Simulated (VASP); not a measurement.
# SiC (Aea2) in VASP: density of states with PBE

Aim: the density of states of SiC with PBE.

All numbers are computed with VASP 6.6.1; they aren't measurements. Logs are shortened: lines on timing, memory, paths and dates and some standing lists are left out, and cuts for length are marked.

## Step 1: The cell of the first run

The structure is orthorhombic, space group Aea2 (No. 41). The conventional cell has a = 6.770 Å, b = 5.038 Å, c = 4.951 Å, α = 90.00°, β = 90.00°, γ = 90.00°. Si (site symmetry 1) has 4 C at 1.84 to 2.04 Å within 2.4 Å. Within 2.4 Å of C (site symmetry 1) lie 4 Si at 1.84 to 2.04 Å.

## Step 2: Density of states, PBE

POSCAR reads:

```
SiC
1.0
    6.7704548420      0.0000000000      0.0000000000
    0.0000000000      2.5188808193      2.4752754872
    0.0000000000     -2.5188808193      2.4752754872
Si C
4 4
Direct
    0.3679880317      0.2491433894      0.8849568802
    0.8679880317      0.3849568802      0.7491433894
    0.1320119683      0.7491433894      0.3849568802
    0.6320119683      0.8849568802      0.2491433894
    0.3710231811      0.7313227707      0.1345769597
    0.8710231811      0.6345769597      0.2313227707
    0.1289768189      0.2313227707      0.6345769597
    0.6289768189      0.1345769597      0.7313227707
```

INCAR.step1 reads:

```
SYSTEM = SiC
PREC = Accurate
ENCUT = 520
EDIFF = 1E-6
ISMEAR = 0
SIGMA = 0.1
LREAL = .False.
LASPH = .True.
NELM = 60
ALGO = Normal
ISIF = 2
LWAVE = .False.
LCHARG = .True.
GGA = PE
NBANDS = 26
```

KPOINTS.step1 reads:

```
regular mesh
0
Gamma
  6 10 10
  0 0 0
```

INCAR.step2 reads:

```
SYSTEM = SiC
PREC = Accurate
ENCUT = 520
EDIFF = 1E-6
ISMEAR = -5
SIGMA = 0.1
LREAL = .False.
LASPH = .True.
NELM = 60
ALGO = Normal
ISIF = 2
LWAVE = .False.
LCHARG = .False.
GGA = PE
LORBIT = 10
NEDOS = 2001
ICHARG = 11
```

KPOINTS.step2 reads:

```
regular mesh
0
Gamma
  9 15 15
  0 0 0
```

Potentials or basis: VASP PAW PBE potentials, release 64 (Si, C).

Run with:

```bash
cat potpaw_PBE.64/Si/POTCAR potpaw_PBE.64/C/POTCAR > POTCAR
cp INCAR.step1 INCAR
cp KPOINTS.step1 KPOINTS
mpirun -np 1 vasp_std > vasp.out
cp INCAR.step2 INCAR
cp KPOINTS.step2 KPOINTS
mpirun -np 1 vasp_std > vasp.out
```

OUTCAR:

```text
SYSTEM = SiC
   PREC = Accurate
   ENCUT = 520
   EDIFF = 1E-6
   ISMEAR = -5
   LREAL = .False.
   LASPH = .True.
   NELM = 60
   ISIF = 2
   GGA = PE
   LORBIT = 10
   ICHARG = 11

 ion  position               nearest neighbor table
   1  0.368  0.249  0.885-   7 1.84   8 1.89   5 1.90   5 2.04   4 2.56   3 2.95   3 2.95   3 2.98
                             3 2.98   4 3.13   4 3.13
   2  0.868  0.385  0.749-   8 1.84   7 1.89   6 1.90   6 2.04   3 2.56   4 2.95   4 2.95   4 2.98
                             4 2.98   3 3.13   3 3.13
   3  0.132  0.749  0.385-   5 1.84   6 1.89   7 1.90   7 2.04   2 2.56   1 2.95   1 2.95   1 2.98
                             1 2.98   2 3.13   2 3.13
   4  0.632  0.885  0.249-   6 1.84   5 1.89   8 1.90   8 2.04   1 2.56   2 2.95   2 2.95   2 2.98
                             2 2.98   1 3.13   1 3.13
   5  0.371  0.731  0.135-   3 1.84   4 1.89   1 1.90   1 2.04
   6  0.871  0.635  0.231-   4 1.84   3 1.89   2 1.90   2 2.04
   7  0.129  0.231  0.635-   1 1.84   2 1.89   3 1.90   3 2.04
   8  0.629  0.135  0.731-   2 1.84   1 1.89   4 1.90   4 2.04

  LATTYP: Found a base centered orthorhombic cell.
 ALAT       =     4.9505509744
 B/A-ratio  =     1.0176163552
 C/A-ratio  =     1.3676164284

  Lattice vectors:

 A1 = (   0.0000000000,   2.5188808193,   2.4752754872)
 A2 = (   0.0000000000,  -2.5188808193,   2.4752754872)
 A3 = (   6.7704548420,   0.0000000000,   0.0000000000)

Analysis of symmetry for initial positions (statically):
=====================================================================
 Subroutine PRICEL returns:
 Original cell was already a primitive cell.

 Routine SETGRP: Setting up the symmetry group for a
 base centered orthorhombic supercell.

 Subroutine GETGRP returns: Found  4 space group operations
 (whereof  2 operations were pure point group operations)
 out of a pool of  8 trial point group operations.

The static configuration has the point symmetry C_2 .
 The point group associated with its full space group is C_2v.

Analysis of symmetry for dynamics (positions and initial velocities):
=====================================================================
 Subroutine PRICEL returns:
 Original cell was already a primitive cell.

 Routine SETGRP: Setting up the symmetry group for a
 base centered orthorhombic supercell.

 Subroutine GETGRP returns: Found  4 space group operations
 (whereof  2 operations were pure point group operations)
 out of a pool of  8 trial point group operations.
[... 127 lines left out ...]
   NELECT =      32.0000    total number of electrons
   NUPDOWN=      -1.0000    fix difference up-down
   EMIN   =  10.00;   EMAX   =-10.00  energy-range for DOS
   EFERMI =   0.00;   METHOD = LEGACY
   ISMEAR =    -5;   SIGMA  =   0.10  broadening in eV -4-tet -1-fermi 0-gaus
   EFERMI_NEDOS =   21; number of points for ismear=-14 and -15
   IALGO  =     38    algorithm
   IMIX   =      4    mixing-type and parameters
     AMIX     =   0.40;   BMIX     =  1.00
     AMIX_MAG =   1.60;   BMIX_MAG =  1.00
  volume/ion in A,a.u.               =      10.55        71.22
  Fermi-wavevector in a.u.,A,eV,Ry     =   1.184764  2.238879 19.098029  1.403666
  Thomas-Fermi vector in A             =   2.320971
   LORBIT       =     10    0 simple, 1 ext, 2 COOP (PROOUT), +10 PAW based schemes
   GGA     = PE    functional components
   LHFCALC =     F    Hartree Fock is set to
   AEXX    =    0.0000 exact exchange contribution
   IVDW    =     0    specifies the selected vdW correction
   LEPSILON=     F    determine dielectric tensor
   LRPA    =     F    only Hartree local field effects (RPA)
 non-spin polarized calculation
 Fermi weights with tetrahedron method with Bloechl corrections
  energy-cutoff  :      520.00
  volume of cell :       84.43
 maximum number of plane-waves:      2305

 number of electron      32.0000002 magnetization

 Free energy of the ion-electron system (eV)
  ---------------------------------------------------
  ext. energy  EPLUGINS =         0.00000000
  ---------------------------------------------------
  free energy    TOTEN  =       -55.41351421 eV

  energy without entropy =      -55.41351421  energy(sigma->0) =      -55.41351421

 E-fermi :   8.8360     XC(G=0): -11.3298

 val. band max:        8.8914535316   @ k =   0.1111   0.1333   0.0667
 cond. band min:       8.7916481819   @ k =   0.0000  -0.1333   0.0667
 fundamental gap:     -0.0998053497
 Fermi energy:         8.8359750253

 k-point     1 :       0.0000    0.0000    0.0000
  band No.  band energies     occupation
      1      -7.5114      2.00000
      2      -4.9091      2.00000
      3      -4.8520      2.00000
      4      -0.9255      2.00000
      5       2.2697      2.00000
      6       2.5242      2.00000
[... 565 lines left out ...]
     20      12.3894      0.00000
     21      13.2864      0.00000

 [... further k-points ...]
[... 5 lines left out ...]
  --------------------------------------------------------------------------------------
  -------------------------------------------------------------------------------------
  Total        0.0509570      0.0103451      0.0229804      0.0000000      0.0000000      0.0000000
  in kB        0.9670204      0.1963204      0.4361038      0.0000000      0.0000000      0.0000000
  external PRESSURE =       0.5331482 kB  Pullay stress =       0.0000000 kB

 VOLUME and BASIS-vectors are now :
 -----------------------------------------------------------------------------
  energy-cutoff  :      520.00
  volume of cell :       84.43
      direct lattice vectors                 reciprocal lattice vectors
     6.770454842  0.000000000  0.000000000     0.147700564  0.000000000  0.000000000
     0.000000000  2.518880819  2.475275487     0.000000000  0.198500856  0.201997718
     0.000000000 -2.518880819  2.475275487     0.000000000 -0.198500856  0.201997718

 POSITION                                       TOTAL-FORCE (eV/Angst)
 -----------------------------------------------------------------------------------
      2.49145     -1.60154      2.80721         0.000377     -0.002751     -0.008075
      5.87667     -0.91734      2.80721         0.000377      0.002751     -0.008075
      0.89378      0.91734      2.80721        -0.000377     -0.002751     -0.008075
      4.27901      1.60154      2.80721        -0.000377      0.002751     -0.008075
      2.51200      1.50313      2.14334        -0.002407      0.008129      0.008075
      5.89722      1.01575      2.14334        -0.002407     -0.008129      0.008075
      0.87323     -1.01575      2.14334         0.002407      0.008129      0.008075
      4.25846     -1.50313      2.14334         0.002407     -0.008129      0.008075
 -----------------------------------------------------------------------------------
    total drift:                                0.000000     -0.000000     -0.000952

  FREE ENERGIE OF THE ION-ELECTRON SYSTEM (eV)
  ---------------------------------------------------
  free  energy   TOTEN  =       -55.4135142054 eV

  energy  without entropy=      -55.4135142054  energy(sigma->0) =      -55.41351421

 total charge

# of ion       s       p       d       tot
------------------------------------------
    1        0.709   0.902   0.000   1.611
    2        0.709   0.902   0.000   1.611
    3        0.709   0.902   0.000   1.611
    4        0.709   0.902   0.000   1.611
    5        0.850   1.656   0.000   2.506
    6        0.850   1.656   0.000   2.506
    7        0.850   1.656   0.000   2.506
    8        0.850   1.656   0.000   2.506
--------------------------------------------------
tot          6.240  10.231   0.000  16.471
```

Wall time 13 min (1 thread of Oxide Virtual Turin-like, shared host); peak memory 0.48 GiB.

Results:

```
Valence electrons inside the program's atomic spheres : Si 1.61; C 2.51
```

Caveat: tetrahedron occupations give inexact forces and stress in metals.
